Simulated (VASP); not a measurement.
# AlGa3N4 (P-42m) in VASP: notebook

Runs on AlGa3N4. Level: r2SCAN. Tasks: single point.

Everything below comes from runs of VASP 6.6.1. Logs are shortened: lines on timing, memory, paths and dates and some standing lists are left out, and cuts for length are marked.

### 1 The cell of the first run

It takes space group P-42m (No. 111, tetragonal). Conventional cell: a = 4.577 Å, b = 4.577 Å, c = 4.465 Å, α = 90.00°, β = 90.00°, γ = 90.00°. Within 2.6 Å of Al (site symmetry -42m) lie 4 N at 1.92 Å. Within 2.6 Å of Ga (site symmetry -42m) lie 4 N at 1.98 Å. Ga (site symmetry 222) has 4 N at 1.98 Å within 2.6 Å. N (site symmetry m) has 1 Al at 1.92 Å and 3 Ga at 1.98 Å within 2.6 Å.

### 2 Single point, r2SCAN (strain +0.025 along x and y, +0.000 along z)

File POSCAR:

```
AlGa3N4
1.0
    4.5769780635      0.0000000000      0.0000000000
    0.0000000000      4.5769780635      0.0000000000
    0.0000000000      0.0000000000      4.4653444522
Al Ga N
1 3 4
Direct
    0.0000000000      0.0000000000      0.0000000000
    0.5000000000      0.5000000000      0.0000000000
    0.5000000000      0.0000000000      0.5000000000
    0.0000000000      0.5000000000      0.5000000000
    0.7553510553      0.7553510553      0.2446489447
    0.7553510553      0.2446489447      0.7553510553
    0.2446489447      0.7553510553      0.7553510553
    0.2446489447      0.2446489447      0.2446489447
```

File INCAR.step1:

```
  ALGO = Normal
  EDIFF = 1E-4
  ENCUT = 520
  GGA = PE
  ISMEAR = 0
  LASPH = True
  LCHARG = False
  LREAL = False
  LWAVE = True
  NBANDS = 41
  NELM = 60
  PREC = Accurate
  SIGMA = 0.05
```

File INCAR.step2:

```
  ALGO = Normal
  EDIFF = 1E-6
  ENCUT = 520
  ISIF = 2
  ISMEAR = 0
  ISTART = 1
  LASPH = True
  LCHARG = True
  LELF = True
  LMIXTAU = True
  LREAL = False
  LVHAR = True
  LWAVE = False
  METAGGA = R2SCAN
  NBANDS = 41
  NELM = 60
  PREC = Accurate
  SIGMA = 0.05
```

File KPOINTS:

```
k-points
0
Gamma
  6 6 6
```

Potentials or basis: VASP PAW PBE potentials, release 64 (Al, Ga_d, N).

Run with:

```sh
$ cat potpaw_PBE.64/Al/POTCAR potpaw_PBE.64/Ga_d/POTCAR potpaw_PBE.64/N/POTCAR > POTCAR
$ cp INCAR.step1 INCAR
$ mpirun -np 1 vasp_std > vasp.out
$ cp INCAR.step2 INCAR
$ mpirun -np 1 vasp_std > vasp.out
```

OUTCAR:

```text
EDIFF = 1E-6
   ENCUT = 520
   ISIF = 2
   ISMEAR = 0
   ISTART = 1
   LASPH = True
   LREAL = False
   METAGGA = R2SCAN
   NELM = 60
   PREC = Accurate

 ion  position               nearest neighbor table
   1  0.000  0.000  0.000-   5 1.92   6 1.92   7 1.92   8 1.92
   2  0.500  0.500  0.000-   5 1.98   6 1.98   7 1.98   8 1.98
   3  0.500  0.000  0.500-   5 1.98   6 1.98   7 1.98   8 1.98
   4  0.000  0.500  0.500-   5 1.98   6 1.98   7 1.98   8 1.98
   5  0.755  0.755  0.245-   1 1.92   3 1.98   4 1.98   2 1.98
   6  0.755  0.245  0.755-   1 1.92   3 1.98   4 1.98   2 1.98
   7  0.245  0.755  0.755-   1 1.92   3 1.98   4 1.98   2 1.98
   8  0.245  0.245  0.245-   1 1.92   3 1.98   4 1.98   2 1.98

  LATTYP: Found a simple tetragonal cell.
 ALAT       =     4.5769780635
 C/A-ratio  =     0.9756097561

  Lattice vectors:

 A1 = (   4.5769780635,   0.0000000000,   0.0000000000)
 A2 = (   0.0000000000,   4.5769780635,   0.0000000000)
 A3 = (   0.0000000000,   0.0000000000,   4.4653444522)

Analysis of symmetry for initial positions (statically):
=====================================================================
 Subroutine PRICEL returns:
 Original cell was already a primitive cell.

 Routine SETGRP: Setting up the symmetry group for a
 simple tetragonal supercell.

 Subroutine GETGRP returns: Found  8 space group operations
 (whereof  8 operations were pure point group operations)
 out of a pool of 16 trial point group operations.

The static configuration has the point symmetry D_2d.

Analysis of symmetry for dynamics (positions and initial velocities):
=====================================================================
 Subroutine PRICEL returns:
 Original cell was already a primitive cell.

 Routine SETGRP: Setting up the symmetry group for a
 simple tetragonal supercell.

 Subroutine GETGRP returns: Found  8 space group operations
 (whereof  8 operations were pure point group operations)
 out of a pool of 16 trial point group operations.

The dynamic configuration has the point symmetry D_2d.

 Subroutine INISYM returns: Found  8 space group operations
 (whereof  8 operations are pure point group operations),
 and found     1 'primitive' translations

----------------------------------------------------------------------------------------

                                     Primitive cell

  volume of cell :      93.5433

  direct lattice vectors                    reciprocal lattice vectors
     4.576978064  0.000000000  0.000000000     0.218484770  0.000000000  0.000000000
     0.000000000  4.576978064  0.000000000     0.000000000  0.218484770  0.000000000
     0.000000000  0.000000000  4.465344452     0.000000000  0.000000000  0.223946889

  length of vectors
     4.576978064  4.576978064  4.465344452     0.218484770  0.218484770  0.223946889

  position of ions in fractional coordinates (direct lattice)
     0.000000000  0.000000000  0.000000000
     0.500000000  0.500000000  0.000000000
     0.500000000  0.000000000  0.500000000
     0.000000000  0.500000000  0.500000000
     0.755351055  0.755351055  0.244648945
     0.755351055  0.244648945  0.755351055
     0.244648945  0.755351055  0.755351055
     0.244648945  0.244648945  0.244648945

  ion indices of the primitive-cell ions
   primitive index   ion index
                 1           1
                 2           2
                 3           3
                 4           4
                 5           5
                 6           6
                 7           7
                 8           8

----------------------------------------------------------------------------------------

 KPOINTS: k-points

Automatic generation of k-mesh.
 Grid dimensions read from file:
 generate k-points for:    6    6    6

 Generating k-lattice:

  Cartesian coordinates                     Fractional coordinates (reciprocal lattice)
     0.036414128  0.000000000  0.000000000     0.166666667  0.000000000  0.000000000
     0.000000000  0.036414128  0.000000000     0.000000000  0.166666667  0.000000000
     0.000000000  0.000000000  0.037324482     0.000000000  0.000000000  0.166666667

  Length of vectors
     0.036414128  0.036414128  0.037324482

  Shift w.r.t. Gamma in fractional coordinates (k-lattice)
     0.000000000  0.000000000  0.000000000

 Subroutine IBZKPT returns following result:
 ===========================================

 Found     40 irreducible k-points:

 Following reciprocal coordinates:
            Coordinates               Weight
  0.000000  0.000000  0.000000      1.000000
  0.166667  0.000000  0.000000      4.000000
  0.333333  0.000000  0.000000      4.000000
  0.500000  0.000000  0.000000      2.000000
  0.166667  0.166667  0.000000      4.000000
  0.333333  0.166667  0.000000      8.000000
[... 16 lines left out ...]
  0.333333  0.000000  0.333333      8.000000
  0.500000  0.000000  0.333333      4.000000
 [... further k-points ...]
   k-points           NKPTS =     40   k-points in BZ     NKDIM =     40   number of bands    NBANDS=     41
   number of dos      NEDOS =    301   number of ions     NIONS =      8
   total plane-waves  NPLWV =  46656
   dimension x,y,z NGX =    36 NGY =   36 NGZ =   36
   dimension x,y,z NGXF=    72 NGYF=   72 NGZF=   72
   ions per type =               1   3   4
   NGX,Y,Z   is equivalent  to a cutoff of  13.08, 13.08, 13.40 a.u.
   NGXF,Y,Z  is equivalent  to a cutoff of  26.15, 26.15, 26.81 a.u.
 SYSTEM =  unknown system
   PREC   = accura    normal or accurate (medium, high low for compatibility)
   ISTART =      1    job   : 0-new  1-cont  2-samecut
   ICHARG =      0    charge: 1-file 2-atom 10-const
   ISPIN  =      1    spin polarized calculation?
   LNONCOLLINEAR =      F non collinear calculations
   LSORBIT =      F    spin-orbit coupling
   LASPH  =      T    aspherical Exc in radial PAW
   ENCUT  =  520.0 eV  38.22 Ry    6.18 a.u.   8.51  8.51  8.30*2*pi/ulx,y,z
   NELM   =     60;   NELMIN=  2; NELMDL=  0     # of ELM steps
   EDIFF  = 0.1E-05   stopping-criterion for ELM
   LREAL  =      F    real-space projection
   EDIFFG = 0.1E-04   stopping-criterion for IOM
   NSW    =      0    number of steps for IOM
   IBRION =     -1    ionic relax: 0-MD 1-quasi-New 2-CG
   NFREE  =      0    steps in history (QN), initial steepest desc. (CG)
   ISIF   =      2    stress and relaxation
   ISYM   =      2    0-nonsym 1-usesym 2-fastsym
   POTIM  = 0.5000    time-step for ionic-motion
   TEBEG  =    0.0;   TEEND  =   0.0 temperature during run
   PSTRESS=    0.0 pullay stress
   NELECT =      62.0000    total number of electrons
   NUPDOWN=      -1.0000    fix difference up-down
   EMIN   =  10.00;   EMAX   =-10.00  energy-range for DOS
   EFERMI =   0.00;   METHOD = LEGACY
   ISMEAR =     0;   SIGMA  =   0.05  broadening in eV -4-tet -1-fermi 0-gaus
   EFERMI_NEDOS =   21; number of points for ismear=-14 and -15
   IALGO  =     38    algorithm
   IMIX   =      4    mixing-type and parameters
     AMIX     =   0.40;   BMIX     =  1.00
     AMIX_MAG =   1.60;   BMIX_MAG =  1.00
  volume/ion in A,a.u.               =      11.69        78.91
  Fermi-wavevector in a.u.,A,eV,Ry     =   1.427363  2.697325 27.720046  2.037366
  Thomas-Fermi vector in A             =   2.547541
   LORBIT       =      0    0 simple, 1 ext, 2 COOP (PROOUT), +10 PAW based schemes
   METAGGA = R2SCAN    functional components
   LHFCALC =     F    Hartree Fock is set to
   AEXX    =    0.0000 exact exchange contribution
   IVDW    =     0    specifies the selected vdW correction
   LEPSILON=     F    determine dielectric tensor
   LRPA    =     F    only Hartree local field effects (RPA)
 non-spin polarized calculation
 Gauss-broadening in eV      SIGMA  =   0.05
  energy-cutoff  :      520.00
  volume of cell :       93.54
 maximum number of plane-waves:      2537
 NGX is ok and might be reduce to    36
   NGX = 17   NGY = 17   NGZ = 17

 number of electron      62.0000034 magnetization

 Free energy of the ion-electron system (eV)
  ---------------------------------------------------
  ext. energy  EPLUGINS =         0.00000000
  ---------------------------------------------------
  free energy    TOTEN  =       -84.73930021 eV

  energy without entropy =      -84.73930021  energy(sigma->0) =      -84.73930021

 E-fermi :   5.0456     XC(G=0): -12.1097

 val. band max:        4.7565083008   @ k =   0.0000   0.0000   0.0000
 cond. band min:       7.1455065302   @ k =   0.0000   0.0000   0.0000
 fundamental gap:      2.3889982294
 Fermi energy:         5.0456449060

 k-point     1 :       0.0000    0.0000    0.0000
  band No.  band energies     occupation
      1     -11.4277      2.00000
      2     -10.2357      2.00000
      3     -10.2357      2.00000
      4     -10.2267      2.00000
      5      -8.8314      2.00000
      6      -8.8314      2.00000
[... 33 lines left out ...]
     40      15.9622      0.00000
     41      15.9622      0.00000

 k-point     2 :       0.1667    0.0000    0.0000
  band No.  band energies     occupation
      1     -11.3271      2.00000
      2     -10.2767      2.00000
      3     -10.2377      2.00000
      4     -10.2280      2.00000
      5      -8.8275      2.00000
      6      -8.8273      2.00000
[... 33 lines left out ...]
     40      16.0568      0.00000
     41      16.2373      0.00000

 k-point     3 :       0.3333    0.0000    0.0000
  band No.  band energies     occupation
      1     -11.0585      2.00000
      2     -10.4194      2.00000
      3     -10.2417      2.00000
      4     -10.2306      2.00000
      5      -8.8118      2.00000
      6      -8.8012      2.00000
[... 875 lines left out ...]
      2     -10.3867      2.00000
      3     -10.3395      2.00000
      4     -10.2752      2.00000
      5      -8.8206      2.00000
      6      -8.8078      2.00000
[... 33 lines left out ...]
     40      14.9620      0.00000
     41      15.1643      0.00000

 k-point    24 :       0.5000    0.0000    0.3333
  band No.  band energies     occupation
      1     -10.6362      2.00000
      2     -10.4868      2.00000
      3     -10.3265      2.00000
      4     -10.2984      2.00000
      5      -8.8163      2.00000
      6      -8.8044      2.00000
[... 33 lines left out ...]
     40      14.8126      0.00000
     41      14.8594      0.00000

 [... further k-points ...]

------------------------ aborting loop because EDIFF is reached ----------------------------------------

  FORCE on cell =-STRESS in cart. coord.  units (eV):
  Direction    XX          YY          ZZ          XY          YZ          ZX
  --------------------------------------------------------------------------------------
  -------------------------------------------------------------------------------------
  Total       -5.4723390     -5.4723390     -3.6607956      0.0000000      0.0000000      0.0000000
  in kB      -93.7283448    -93.7283448    -62.7008512      0.0000000      0.0000000      0.0000000
  external PRESSURE =     -83.3858469 kB  Pullay stress =       0.0000000 kB

 VOLUME and BASIS-vectors are now :
 -----------------------------------------------------------------------------
  energy-cutoff  :      520.00
  volume of cell :       93.54
      direct lattice vectors                 reciprocal lattice vectors
     4.576978064  0.000000000  0.000000000     0.218484770  0.000000000  0.000000000
     0.000000000  4.576978064  0.000000000     0.000000000  0.218484770  0.000000000
     0.000000000  0.000000000  4.465344452     0.000000000  0.000000000  0.223946889

 POSITION                                       TOTAL-FORCE (eV/Angst)
 -----------------------------------------------------------------------------------
      0.00000      0.00000      0.00000         0.000000      0.000000      0.000000
      2.28849      2.28849      0.00000         0.000000      0.000000      0.000000
      2.28849      0.00000      2.23267        -0.000000      0.000000      0.000000
      0.00000      2.28849      2.23267         0.000000      0.000000      0.000000
      3.45723      3.45723      1.09244         0.031778      0.031778     -0.057666
      3.45723      1.11975      3.37290         0.031778     -0.031778      0.057666
      1.11975      3.45723      3.37290        -0.031778      0.031778      0.057666
      1.11975      1.11975      1.09244        -0.031778     -0.031778     -0.057666
 -----------------------------------------------------------------------------------
    total drift:                               -0.000000     -0.000000     -0.000000

  FREE ENERGIE OF THE ION-ELECTRON SYSTEM (eV)
  ---------------------------------------------------
  free  energy   TOTEN  =       -84.7393002088 eV

  energy  without entropy=      -84.7393002088  energy(sigma->0) =      -84.73930021
```

Run time: 11 min. Hardware: 1 thread of Intel Xeon 8259CL, shared host; peak memory 0.3 GiB.

What came out:

- Free energy: -84.7393 eV
- Pressure: -8.3 GPa
- Largest force: 0.073 eV/Å
- Band gap on the k mesh: 2.39 eV, direct

Forces in eV/Å, atoms in the order of the input:
```
Al   0.000  0.000  0.000
Ga   0.000  0.000  0.000
Ga   0.000  0.000  0.000
Ga   0.000  0.000  0.000
N    0.032  0.032 -0.058
N    0.032 -0.032  0.058
N   -0.032  0.032  0.058
N   -0.032 -0.032 -0.058
```

Caveat: the cell differs from its parent crystal (strain +0.025 along x and y, +0.000 along z); the PAW data sets were made with another functional, which shifts forces and pressure a little.

[end of part 1 of 2]
